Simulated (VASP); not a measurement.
# Ca (Fm-3m) in VASP: a series of runs

The runs below take Ca through relaxation of cell and atoms, with LDA.

All numbers are computed with VASP 6.6.1; they aren't measurements. Logs are shortened: lines on timing, memory, paths and dates and some standing lists are left out, and cuts for length are marked.

## Step 1: The cell of the first run

The structure is cubic, space group Fm-3m (No. 225). The conventional cell has a = 5.336 Å, b = 5.336 Å, c = 5.336 Å, α = 90.00°, β = 90.00°, γ = 90.00°. Within 5.0 Å of Ca (site symmetry m-3m) lie 12 Ca at 3.77 Å.

## Step 2: Relaxation of cell and atoms, LDA

INCAR

```
SYSTEM = Ca
ALGO     = Normal         ! electronic algorithm
EDIFF    = 1E-7           ! SCF threshold, eV
EDIFFG   = -0.002         ! ionic threshold
ENCUT    = 600            ! plane-wave cutoff, eV
GGA      = CA             ! functional
IBRION   = 2              ! ionic algorithm
ISIF     = 3              ! what is computed and relaxed
ISMEAR   = 0              ! smearing method
LASPH    = .True.         ! aspherical terms in the spheres
LCHARG   = .False.        ! write CHGCAR
LREAL    = .False.        ! projectors in reciprocal space
LWAVE    = .False.        ! write WAVECAR
NELM     = 60             ! most SCF steps
NSW      = 100            ! ionic steps
PREC     = Accurate       ! precision mode
SIGMA    = 0.1            ! smearing width, eV
```

KPOINTS

```
k-points
0
Gamma
  20 20 20
  0 0 0
```

POSCAR

```
Ca
1.0
    0.0000000000      2.6679273193      2.6679273193
    2.6679273193      0.0000000000      2.6679273193
    2.6679273193      2.6679273193      0.0000000000
Ca
1
Direct
    0.0000000000      0.0000000000      0.0000000000
```

Potentials or basis: VASP PAW LDA potentials, release 64 (Ca_sv).

Started as:

```console
$ cat potpaw_LDA.64/Ca_sv/POTCAR > POTCAR
$ mpirun -np 1 vasp_std > vasp.out
```

OUTCAR:

```text
SYSTEM = Ca
   EDIFF = 1E-7
   EDIFFG = -0.002
   ENCUT = 600
   GGA = CA
   IBRION = 2
   ISIF = 3
   ISMEAR = 0
   LASPH = .True.
   LREAL = .False.
   NELM = 60
   NSW = 100
   PREC = Accurate

 ion  position               nearest neighbor table
   1  0.000  0.000  0.000-

  LATTYP: Found a face centered cubic cell.
 ALAT       =     5.3358546386

  Lattice vectors:

 A1 = (   0.0000000000,   2.6679273193,   2.6679273193)
 A2 = (   2.6679273193,   0.0000000000,   2.6679273193)
 A3 = (   2.6679273193,   2.6679273193,   0.0000000000)

Analysis of symmetry for initial positions (statically):
=====================================================================
 Subroutine PRICEL returns:
 Original cell was already a primitive cell.

 Routine SETGRP: Setting up the symmetry group for a
 face centered cubic supercell.

 Subroutine GETGRP returns: Found 48 space group operations
 (whereof 48 operations were pure point group operations)
 out of a pool of 48 trial point group operations.

The static configuration has the point symmetry O_h .

Analysis of symmetry for dynamics (positions and initial velocities):
=====================================================================
 Subroutine PRICEL returns:
 Original cell was already a primitive cell.

 Routine SETGRP: Setting up the symmetry group for a
 face centered cubic supercell.

 Subroutine GETGRP returns: Found 48 space group operations
 (whereof 48 operations were pure point group operations)
 out of a pool of 48 trial point group operations.

The dynamic configuration has the point symmetry O_h .

 Subroutine INISYM returns: Found 48 space group operations
 (whereof 48 operations are pure point group operations),
 and found     1 'primitive' translations

----------------------------------------------------------------------------------------

                                     Primitive cell

  volume of cell :      37.9797

  direct lattice vectors                    reciprocal lattice vectors
     0.000000000  2.667927319  2.667927319    -0.187411402  0.187411402  0.187411402
     2.667927319  0.000000000  2.667927319     0.187411402 -0.187411402  0.187411402
     2.667927319  2.667927319  0.000000000     0.187411402  0.187411402 -0.187411402

  length of vectors
     3.773018998  3.773018998  3.773018998     0.324606071  0.324606071  0.324606071

  position of ions in fractional coordinates (direct lattice)
     0.000000000  0.000000000  0.000000000

  ion indices of the primitive-cell ions
[... 93 lines left out ...]
     AMIX     =   0.40;   BMIX     =  1.00
     AMIX_MAG =   1.60;   BMIX_MAG =  1.00
  volume/ion in A,a.u.               =      37.98       256.30
  Fermi-wavevector in a.u.,A,eV,Ry     =   1.049279  1.982849 14.979820  1.100986
  Thomas-Fermi vector in A             =   2.184235
   LORBIT       =      0    0 simple, 1 ext, 2 COOP (PROOUT), +10 PAW based schemes
   GGA     = CA    functional components
   LHFCALC =     F    Hartree Fock is set to
   AEXX    =    0.0000 exact exchange contribution
   IVDW    =     0    specifies the selected vdW correction
   LEPSILON=     F    determine dielectric tensor
   LRPA    =     F    only Hartree local field effects (RPA)
 conjugate gradient relaxation of ions
 non-spin polarized calculation
 Gauss-broadening in eV      SIGMA  =   0.10
  energy-cutoff  :      600.00
  volume of cell :       37.98
 maximum number of plane-waves:      1295
   NGX = 15   NGY = 15   NGZ = 15

--------------------------------------- Ionic step        1  -------------------------------------------

 number of electron      10.0000000 magnetization

 number of electron       9.9999999 magnetization

 Free energy of the ion-electron system (eV)
  ---------------------------------------------------
  ext. energy  EPLUGINS =         0.00000000
  ---------------------------------------------------
  free energy    TOTEN  =        -2.20862133 eV

  energy without entropy =       -2.20107204  energy(sigma->0) =       -2.20484668

------------------------ aborting loop because EDIFF is reached ----------------------------------------

  FORCE on cell =-STRESS in cart. coord.  units (eV):
  Direction    XX          YY          ZZ          XY          YZ          ZX
  --------------------------------------------------------------------------------------
  -------------------------------------------------------------------------------------
  Total        0.0071037      0.0071037      0.0071037      0.0000000     -0.0000000      0.0000000
  in kB        0.2996681      0.2996681      0.2996681      0.0000000     -0.0000000      0.0000000
  external PRESSURE =       0.2996681 kB  Pullay stress =       0.0000000 kB
[... 57 lines left out ...]
--------------------------------------- Ionic step        3  -------------------------------------------

 number of electron       9.9999999 magnetization

 Free energy of the ion-electron system (eV)
  ---------------------------------------------------
  ext. energy  EPLUGINS =         0.00000000
  ---------------------------------------------------
  free energy    TOTEN  =        -2.20862689 eV

  energy without entropy =       -2.20106365  energy(sigma->0) =       -2.20484527

 E-fermi :   2.2194     XC(G=0):  -8.3066

 val. band max:        2.2185975216   @ k =  -0.4500   0.1000   0.0000
 cond. band min:       2.2206691707   @ k =   0.5000   0.0500   0.0000
 fundamental gap:      0.0020716490
 Fermi energy:         2.2194478437

 k-point     1 :       0.0000    0.0000    0.0000
  band No.  band energies     occupation
      1     -39.1210      2.00000
      2     -20.3116      2.00000
      3     -20.3116      2.00000
      4     -20.3116      2.00000
      5      -1.9938      2.00000
      6       4.5544      0.00000
      7       4.5544      0.00000
      8       4.5544      0.00000
      9       5.7608      0.00000
[... 265 lines left out ...]
 k-point    24 :      -0.3500    0.0500    0.0000
  band No.  band energies     occupation
      1     -39.1009      2.00000
      2     -20.4869      2.00000
      3     -20.3410      2.00000
      4     -20.3341      2.00000
      5       0.2230      2.00000
      6       2.8858      0.00000
      7       4.4845      0.00000
      8       4.5701      0.00000
      9       6.1028      0.00000

 [... further k-points ...]

------------------------ aborting loop because EDIFF is reached ----------------------------------------

  FORCE on cell =-STRESS in cart. coord.  units (eV):
  Direction    XX          YY          ZZ          XY          YZ          ZX
  --------------------------------------------------------------------------------------
  -------------------------------------------------------------------------------------
  Total        0.0002238      0.0002238      0.0002238     -0.0000000     -0.0000000      0.0000000
  in kB        0.0094280      0.0094280      0.0094280     -0.0000000     -0.0000000      0.0000000
  external PRESSURE =       0.0094280 kB  Pullay stress =       0.0000000 kB
[... 16 lines left out ...]
  FREE ENERGIE OF THE ION-ELECTRON SYSTEM (eV)
  ---------------------------------------------------
  free  energy   TOTEN  =        -2.2086268927 eV

  energy  without entropy=       -2.2010636482  energy(sigma->0) =       -2.20484527

 reached required accuracy - stopping structural energy minimisation
```

Wall time 87 s (1 thread of AMD EPYC 9R45 (Zen 5), shared host); peak memory 0.22 GiB.

Results:

| Item | Value |
| --- | --- |
| Free energy | -2.2086 eV |
| Relaxed volume | 38.04 Å³/atom |
| Relaxed cell | a = 3.775 Å, b = 3.775 Å, c = 3.775 Å, α = 60.00°, β = 60.00°, γ = 60.00° |
| Space group after relaxing (to 0.1 Å) | Fm-3m (No. 225) |
| Energy gained by relaxing | 0.0 meV/atom |
| Ionic steps | 3 |
| Pressure after relaxing | 0.0 GPa |
| Band gap on the k mesh | zero (bands 5 and 6 overlap by 0.14 eV) |

Final structure:
```
Ca
1.0
     0.00000    2.66926    2.66926
     2.66926    0.00000    2.66926
     2.66926    2.66926    0.00000
Ca
1
Cartesian
  0.0000 0.0000 0.0000
```

## Step 3: Relaxation of cell and atoms, LDA

INCAR

```
PREC = Accurate ; ENCUT = 600
EDIFF = 1E-6 ; ISMEAR = -1
SIGMA = 0.15 ; LREAL = F
LASPH = T ; NELM = 80
ALGO = Fast ; ISIF = 3
LWAVE = F ; LCHARG = F
IBRION = 2 ; NSW = 80
EDIFFG = -0.001
```

KPOINTS

```
Automatic mesh
0
Gamma
  20 20 20
```

POSCAR is that of step 2.

Potentials or basis: VASP PAW LDA potentials, release 64 (Ca_sv).

Started as:

```console
$ cat potpaw_LDA.64/Ca_sv/POTCAR > POTCAR
$ mpirun -np 1 vasp_std > vasp.out
```

OUTCAR:

```text
PREC = Accurate
   ENCUT = 600
   EDIFF = 1E-6
   ISMEAR = -1
   LREAL = F
   LASPH = T
   NELM = 80
   ISIF = 3
   IBRION = 2
   NSW = 80
   EDIFFG = -0.001

 ion  position               nearest neighbor table
   1  0.000  0.000  0.000-

  LATTYP: Found a face centered cubic cell.
 ALAT       =     5.3358546386

  Lattice vectors:

 A1 = (   0.0000000000,   2.6679273193,   2.6679273193)
 A2 = (   2.6679273193,   0.0000000000,   2.6679273193)
 A3 = (   2.6679273193,   2.6679273193,   0.0000000000)

Analysis of symmetry for initial positions (statically):
=====================================================================
 Subroutine PRICEL returns:
 Original cell was already a primitive cell.

 Routine SETGRP: Setting up the symmetry group for a
 face centered cubic supercell.

[... 428 lines left out ...]

 k-point     1 :       0.0000    0.0000    0.0000
  band No.  band energies     occupation
      1     -39.1385      2.00000
      2     -20.3316      2.00000
      3     -20.3316      2.00000
      4     -20.3316      2.00000
      5      -2.0071      2.00000
      6       4.5340      0.00000
      7       4.5340      0.00000
      8       4.5340      0.00000
      9       5.7345      0.00000
[... 265 lines left out ...]
 k-point    24 :      -0.3500    0.0500    0.0000
  band No.  band energies     occupation
      1     -39.1190      2.00000
      2     -20.5037      2.00000
      3     -20.3604      2.00000
      4     -20.3537      2.00000
      5       0.2025      2.00000
      6       2.8638      0.01973
      7       4.4639      0.00000
      8       4.5493      0.00000
      9       6.0748      0.00000

 [... further k-points ...]

------------------------ aborting loop because EDIFF is reached ----------------------------------------

  FORCE on cell =-STRESS in cart. coord.  units (eV):
  Direction    XX          YY          ZZ          XY          YZ          ZX
  --------------------------------------------------------------------------------------
  -------------------------------------------------------------------------------------
  Total        0.0000630      0.0000630      0.0000630     -0.0000000     -0.0000000      0.0000000
  in kB        0.0026387      0.0026387      0.0026387     -0.0000000     -0.0000000      0.0000000
  external PRESSURE =       0.0026387 kB  Pullay stress =       0.0000000 kB
[... 16 lines left out ...]
  FREE ENERGIE OF THE ION-ELECTRON SYSTEM (eV)
  ---------------------------------------------------
  free  energy   TOTEN  =        -2.2513510157 eV

  energy  without entropy=       -2.1613491070  energy(sigma->0) =       -2.20635006

 reached required accuracy - stopping structural energy minimisation
```

OSZICAR:

```text
N       E                     dE             d eps       ncg     rms          rms(c)
DAV:   1     0.688251004042E+02    0.68825E+02   -0.55875E+03  4608   0.114E+03
DAV:   2    -0.816343106167E+00   -0.69641E+02   -0.69287E+02  4730   0.242E+02
[... 54 lines left out ...]
DAV:   1    -0.225135372128E+01   -0.33431E-05   -0.58908E-05  6765   0.858E-02    0.114E-02
RMM:   2    -0.225135135986E+01    0.23614E-05   -0.39608E-06  4530   0.261E-02    0.549E-03
RMM:   3    -0.225135089759E+01    0.46227E-06   -0.43592E-06  4054   0.204E-02
   7 F= -.22513509E+01 E0= -.22063470E+01  d E =-.105317E-03
       N       E                     dE             d eps       ncg     rms          rms(c)
DAV:   1    -0.225135101266E+01    0.34720E-06   -0.15296E-06  4979   0.698E-03    0.150E-03
RMM:   2    -0.225135101571E+01   -0.30471E-08   -0.58808E-08  1665   0.271E-03
   8 F= -.22513510E+01 E0= -.22063501E+01  d E =-.118119E-06
```

It took 3.2 min on 1 thread of AMD EPYC 9R45 (Zen 5), shared host; peak memory 0.22 GiB.

What came out:

```yaml
Free_energy: -2.2514 eV
Relaxed_volume: 38.25 Å³/atom
Relaxed_cell: a = 3.782 Å, b = 3.782 Å, c = 3.782 Å, α = 60.00°, β = 60.00°, γ = 60.00°
Space_group_after_relaxing_to_0.1_Å: Fm-3m (No. 225)
Energy_gained_by_relaxing: 0.1 meV/atom
Ionic_steps: 8
Pressure_after_relaxing: 0.0 GPa
Band_gap_on_the_k_mesh: zero (bands 5 and 6 overlap by 0.14 eV)
```

Step by step:
```csv
step,energy change (eV),largest force (eV/Å),pressure (GPa),volume (Å³)
1,0.0000,0.0000,0.18,37.98
2,-0.0001,0.0000,0.05,38.21
3,-0.0001,0.0000,-0.02,38.29
4,-0.0001,0.0000,-0.02,38.27
5,-0.0001,0.0000,0.02,38.24
6,-0.0001,0.0000,0.00,38.25
7,-0.0001,0.0000,0.00,38.25
8,-0.0001,0.0000,0.00,38.25
```

Final structure:
```
CELL_PARAMETERS angstrom
0.00000 2.67420 2.67420
2.67420 0.00000 2.67420
2.67420 2.67420 0.00000
ATOMIC_POSITIONS crystal
Ca 0.00000 0.00000 0.00000
```

Levels at points of the mesh, in eV from the Fermi level:
```
           k point  band 1  band 2  band 3  band 4  band 5  band 6  band 7  band 8  band 9
(0.00, 0.00, 0.00)  -41.31  -22.50  -22.50  -22.50   -4.18    2.36    2.36    2.36    3.56
(0.50, 0.00, 0.00)  -41.29  -22.71  -22.53  -22.53   -1.07    0.00    2.24    2.24    4.34
(0.50, 0.50, 0.00)  -41.28  -22.70  -22.58  -22.58   -0.58    0.45    1.21    4.33    4.55
```
